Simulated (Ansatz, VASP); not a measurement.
**Two plane-wave programs on AlN**

Contents of INCAR:

```
PREC     = Accurate       # precision mode
ENCUT    = 600            # plane-wave cutoff, eV
EDIFF    = 1E-6           # SCF threshold, eV
ISMEAR   = 0              # smearing method
SIGMA    = 0.1            # smearing width, eV
LREAL    = False          # projectors in reciprocal space
LASPH    = True           # aspherical terms in the spheres
NELM     = 80             # most SCF steps
ALGO     = Normal         # electronic algorithm
ISIF     = 3              # what is computed and relaxed
LWAVE    = False          # write WAVECAR
LCHARG   = False          # write CHGCAR
GGA      = PE             # functional
IBRION   = 2              # ionic algorithm
NSW      = 80             # ionic steps
EDIFFG   = -0.025         # ionic threshold
```

KPOINTS

```
Automatic mesh
0
Gamma
  6 6 6
```

The input POSCAR:

```
AlN
1.0
    0.0165174462      1.9975594148      2.0027483911
    2.0744754540      2.0359296346     -0.0218527736
   -2.0935217325      4.1127583212     -2.1369053290
Al N
2 2
Direct
    0.7454616954      0.7476826411      0.7399247069
    0.2637443837      0.2976878436      0.2395689358
    0.4194428991      0.4975785857      0.5067061558
    0.0713510218      0.9570509295      1.0138002014
```

Input for Ansatz:

```yaml
crystal:
  lattice:
    - [0.0165174462, 1.9975594148, 2.0027483911]
    - [2.074475454, 2.0359296346, -0.0218527736]
    - [-2.0935217325, 4.1127583212, -2.136905329]
  atoms:
    - { symbol: Al, position: [0.7454616954, 0.7476826411, 0.7399247069] }
    - { symbol: Al, position: [0.2637443837, 0.2976878436, 0.2395689358] }
    - { symbol: "N", position: [0.4194428991, 0.4975785857, 0.5067061558] }
    - { symbol: "N", position: [0.0713510218, 0.9570509295, 1.0138002014] }
basis:
  ecutwfc: 420
kpoints:
  mp_grid: { grid: [6, 6, 6] }
hamiltonian:
  xc: pbe
scf:
  occupations: { method: gaussian, width: 0.1 }
  lower_state_search: "off"
output:
  forces: true
  stress: true
  eigenvalues: true
relax:
  adjacent_minimum: "off"
  f_tol: 0.025
  max_steps: 60
  cell: { stress_tol: 0.25 }
```

Change from the starting cell: cell x2, atoms moved at random (sigma 0.1 Å) and cell strained at random (1.5 %), then relaxed without symmetry.

Alike in both runs: task relaxation of cell and atoms; functional PBE; k mesh 6 × 6 × 6; occupations gaussian, width 0.1 eV; no spin polarisation.

```csv
,VASP,Ansatz
version,VASP 6.6.1,Ansatz 0.2.0
potentials or method,"VASP PAW PBE potentials, release 64 (Al, N), cutoff 600 eV","scalar-relativistic, plane waves, PAW"
valence electrons in the cell,16,16
```

|  | VASP | Ansatz | Ansatz less VASP |
| --- | --- | --- | --- |
| gap on the k mesh at the Fermi level, each at its own relaxed structure (eV) | 4.42 | 4.42 | +0.003 |
| relaxed volume (Å³/atom) | 8.42 | 8.43 | +0.014 |
| relaxed cell length with the largest relative difference (Å) | 4.983 | 4.986 | +0.0030 |

The k mesh is coarse, so the values compare programs but aren't converged.
